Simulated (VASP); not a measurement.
# Ru (P2_1/m) in VASP: single point with PBE

Aim: the single point of Ru with PBE.

Program: VASP 6.6.1. These are calculated values, not measurements. Logs are shortened: lines on timing, memory, paths and dates and some standing lists are left out, and cuts for length are marked.

## 1. The cell of the first run

The structure is monoclinic, space group P2_1/m (No. 11). The conventional cell has a = 2.706 Å, b = 4.282 Å, c = 2.706 Å, α = 90.00°, β = 120.00°, γ = 90.00°. Within 3.2 Å of Ru (site symmetry m) lie 12 Ru at 2.43 to 2.85 Å.

## 2. Single point, PBE (atom 1 (Ru) moved by (-0.300, -0.300) A along x and y)

Contents of INCAR:

```
ALGO     = Normal         # electronic algorithm
EDIFF    = 1E-6           # SCF threshold, eV
ENCUT    = 500            # plane-wave cutoff, eV
GGA      = PE             # functional
GGA_COMPAT= F            
ISIF     = 2              # what is computed and relaxed
ISMEAR   = 0              # smearing method
LASPH    = T              # aspherical terms in the spheres
LCHARG   = F              # write CHGCAR
LREAL    = F              # projectors in reciprocal space
LWAVE    = F              # write WAVECAR
NBANDS   = 21             # bands
NELM     = 120            # most SCF steps
PREC     = Accurate       # precision mode
SIGMA    = 0.15           # smearing width, eV
```

Contents of KPOINTS:

```
k-points
0
Gamma
  24 24 12
```

Contents of POSCAR:

```
Ru
1.0
    2.7057993342      0.0000000000      0.0000000000
   -1.3528996671      2.3432909610      0.0000000000
    0.0000000000      0.0000000000      4.2819000000
Ru
2
Direct
    0.1584478292      0.5386415921      0.2500000000
    0.6666666667      0.3333333333      0.7500000000
```

Potentials or basis: VASP PAW PBE potentials, release 64 (Ru_pv).

Command:

```sh
cat potpaw_PBE.64/Ru_pv/POTCAR > POTCAR
mpirun -np 1 vasp_std > vasp.out
```

OUTCAR:

```text
EDIFF = 1E-6
   ENCUT = 500
   GGA = PE
   ISIF = 2
   ISMEAR = 0
   LASPH = T
   LREAL = F
   NELM = 120
   PREC = Accurate

 ion  position               nearest neighbor table
   1  0.158  0.539  0.250-   2 2.43   2 2.43   2 2.75   2 2.75   2 2.85   2 2.85
   2  0.667  0.333  0.750-   1 2.43   1 2.43   1 2.75   1 2.75   1 2.85   1 2.85

  LATTYP: Found a hexagonal cell.
 ALAT       =     2.7057993342
 C/A-ratio  =     1.5824898565

  Lattice vectors:

 A1 = (   2.7057993342,   0.0000000000,   0.0000000000)
 A2 = (  -1.3528996671,   2.3432909610,   0.0000000000)
 A3 = (   0.0000000000,   0.0000000000,   4.2819000000)

Analysis of symmetry for initial positions (statically):
=====================================================================
 Subroutine PRICEL returns:
 Original cell was already a primitive cell.

 Routine SETGRP: Setting up the symmetry group for a
 hexagonal supercell.

 Subroutine GETGRP returns: Found  4 space group operations
 (whereof  1 operations were pure point group operations)
 out of a pool of 24 trial point group operations.

The static configuration has the point symmetry C_1 .
 The point group associated with its full space group is C_2h.

Analysis of symmetry for dynamics (positions and initial velocities):
=====================================================================
 Subroutine PRICEL returns:
 Original cell was already a primitive cell.

 Routine SETGRP: Setting up the symmetry group for a
 hexagonal supercell.

 Subroutine GETGRP returns: Found  4 space group operations
 (whereof  1 operations were pure point group operations)
 out of a pool of 24 trial point group operations.

The dynamic configuration has the point symmetry C_1 .
 The point group associated with its full space group is C_2h.

 Subroutine INISYM returns: Found  4 space group operations
 (whereof  1 operations are pure point group operations),
 and found     1 'primitive' translations

----------------------------------------------------------------------------------------

                                     Primitive cell

  volume of cell :      27.1493

[... 80 lines left out ...]
   ISTART =      0    job   : 0-new  1-cont  2-samecut
   ICHARG =      2    charge: 1-file 2-atom 10-const
   ISPIN  =      1    spin polarized calculation?
   LNONCOLLINEAR =      F non collinear calculations
   LSORBIT =      F    spin-orbit coupling
   LASPH  =      T    aspherical Exc in radial PAW
   ENCUT  =  500.0 eV  36.75 Ry    6.06 a.u.   4.93  4.93  7.81*2*pi/ulx,y,z
   NELM   =    120;   NELMIN=  2; NELMDL= -5     # of ELM steps
   EDIFF  = 0.1E-05   stopping-criterion for ELM
   LREAL  =      F    real-space projection
   EDIFFG = 0.1E-04   stopping-criterion for IOM
   NSW    =      0    number of steps for IOM
   IBRION =     -1    ionic relax: 0-MD 1-quasi-New 2-CG
   NFREE  =      0    steps in history (QN), initial steepest desc. (CG)
   ISIF   =      2    stress and relaxation
   ISYM   =      2    0-nonsym 1-usesym 2-fastsym
   POTIM  = 0.5000    time-step for ionic-motion
   TEBEG  =    0.0;   TEEND  =   0.0 temperature during run
   PSTRESS=    0.0 pullay stress
   NELECT =      28.0000    total number of electrons
   NUPDOWN=      -1.0000    fix difference up-down
   EMIN   =  10.00;   EMAX   =-10.00  energy-range for DOS
   EFERMI =   0.00;   METHOD = LEGACY
   ISMEAR =     0;   SIGMA  =   0.15  broadening in eV -4-tet -1-fermi 0-gaus
   EFERMI_NEDOS =   21; number of points for ismear=-14 and -15
   IALGO  =     38    algorithm
   IMIX   =      4    mixing-type and parameters
     AMIX     =   0.40;   BMIX     =  1.00
     AMIX_MAG =   1.60;   BMIX_MAG =  1.00
  volume/ion in A,a.u.               =      13.57        91.61
  Fermi-wavevector in a.u.,A,eV,Ry     =   1.654022  3.125649 37.222686  2.735790
  Thomas-Fermi vector in A             =   2.742361
   LORBIT       =      0    0 simple, 1 ext, 2 COOP (PROOUT), +10 PAW based schemes
   GGA     = PE    functional components
   LHFCALC =     F    Hartree Fock is set to
   AEXX    =    0.0000 exact exchange contribution
   IVDW    =     0    specifies the selected vdW correction
   LEPSILON=     F    determine dielectric tensor
   LRPA    =     F    only Hartree local field effects (RPA)
 non-spin polarized calculation
 Gauss-broadening in eV      SIGMA  =   0.15
  energy-cutoff  :      500.00
  volume of cell :       27.15
 maximum number of plane-waves:       708
   NGX =  9   NGY =  9   NGZ = 15

 number of electron      28.0000008 magnetization

 Free energy of the ion-electron system (eV)
  ---------------------------------------------------
  ext. energy  EPLUGINS =         0.00000000
  ---------------------------------------------------
  free energy    TOTEN  =       -17.90523241 eV

  energy without entropy =      -17.87937692  energy(sigma->0) =      -17.89230466

 E-fermi :  12.9601     XC(G=0): -14.0981

 val. band max:       12.9575269320   @ k =   0.1250   0.0833   0.3333
 cond. band min:      12.9612941722   @ k =  -0.1667   0.4583   0.3333
 fundamental gap:      0.0037672402
 Fermi energy:        12.9600635963

 k-point     1 :       0.0000    0.0000    0.0000
  band No.  band energies     occupation
      1     -30.9419      2.00000
      2     -29.8950      2.00000
      3     -29.6879      2.00000
      4     -29.6565      2.00000
      5     -29.6231      2.00000
      6     -29.5327      2.00000
[... 565 lines left out ...]
     20      23.3816      0.00000
     21      23.3844      0.00000

 [... further k-points ...]

------------------------ aborting loop because EDIFF is reached ----------------------------------------

  FORCE on cell =-STRESS in cart. coord.  units (eV):
  Direction    XX          YY          ZZ          XY          YZ          ZX
  --------------------------------------------------------------------------------------
  -------------------------------------------------------------------------------------
  Total        2.3796038      0.4554387      3.8790897      0.8750544      0.0000000      0.0000000
  in kB      140.4290356     26.8770858    228.9191296     51.6401295      0.0000000      0.0000000
  external PRESSURE =     132.0750837 kB  Pullay stress =       0.0000000 kB

 VOLUME and BASIS-vectors are now :
 -----------------------------------------------------------------------------
  energy-cutoff  :      500.00
  volume of cell :       27.15
      direct lattice vectors                 reciprocal lattice vectors
     2.705799334  0.000000000  0.000000000     0.369576556  0.213375124  0.000000000
    -1.352899667  2.343290961  0.000000000     0.000000000  0.426750249  0.000000000
     0.000000000  0.000000000  4.281900000     0.000000000  0.000000000  0.233541185

 POSITION                                       TOTAL-FORCE (eV/Angst)
 -----------------------------------------------------------------------------------
     -0.30000      1.26219      1.07048         1.538118      1.815524      0.000000
      1.35290      0.78110      3.21143        -1.538118     -1.815524      0.000000
 -----------------------------------------------------------------------------------
    total drift:                               -0.000004      0.000009     -0.000000

  FREE ENERGIE OF THE ION-ELECTRON SYSTEM (eV)
  ---------------------------------------------------
  free  energy   TOTEN  =       -17.9052324088 eV

  energy  without entropy=      -17.8793769170  energy(sigma->0) =      -17.89230466
```

stdout:

```text
POSCAR found type information on POSCAR Ru
 POSCAR found :  1 types and       2 ions
 scaLAPACK will be used
 LDA part: xc-table for (Slater+PW92), standard interpolation
 POSCAR, INCAR and KPOINTS ok, starting setup
 FFT: planning ... GRIDC
 FFT: planning ... GRID_SOFT
 FFT: planning ... GRID
 WAVECAR not read
 entering main loop
```

Wall time 4.5 min (1 thread of AMD EPYC 9R45 (Zen 5), shared host); peak memory 0.82 GiB.

Results:

| Item | Value |
| --- | --- |
| Free energy | -17.9052 eV |
| Pressure | 13.2 GPa |
| Largest force | 2.379 eV/Å |
| Band gap on the k mesh | zero (bands 14 and 15 overlap by 2.94 eV) |

Forces on the atoms (eV/Å):
```
Ru   1.538  1.816  0.000
Ru  -1.538 -1.816  0.000
```

Levels at points of the mesh, in eV from the Fermi level:
```csv
k point,band 12,band 13,band 14,band 15,band 16,band 17
"(0.00, 0.00, 0.00)",-2.27,-2.14,-1.39,-0.41,-0.03,1.21
"(0.50, 0.00, 0.00)",-2.87,-1.63,1.19,1.58,1.97,4.69
"(0.00, 0.50, 0.00)",-1.06,-0.83,1.27,1.46,1.68,3.16
"(0.50, 0.50, 0.00)",-1.65,-1.58,0.57,1.55,1.60,3.69
"(0.00, 0.00, 0.50)",-2.93,-2.37,-2.37,0.18,0.18,0.65
"(0.50, 0.00, 0.50)",-1.01,1.56,1.56,1.88,1.88,2.15
"(0.00, 0.50, 0.50)",-1.50,0.18,0.18,1.64,1.64,4.46
"(0.50, 0.50, 0.50)",-0.99,0.69,0.69,1.62,1.62,3.84
```

Caveat: the cell differs from its parent crystal (atom 1 (Ru) moved by (-0.300, -0.300) A along x and y); the stress differs along the axes, from 3 to 23 GPa; forces of over 1 eV/Å act on the atoms, so gaps and moduli don't describe the material at rest.
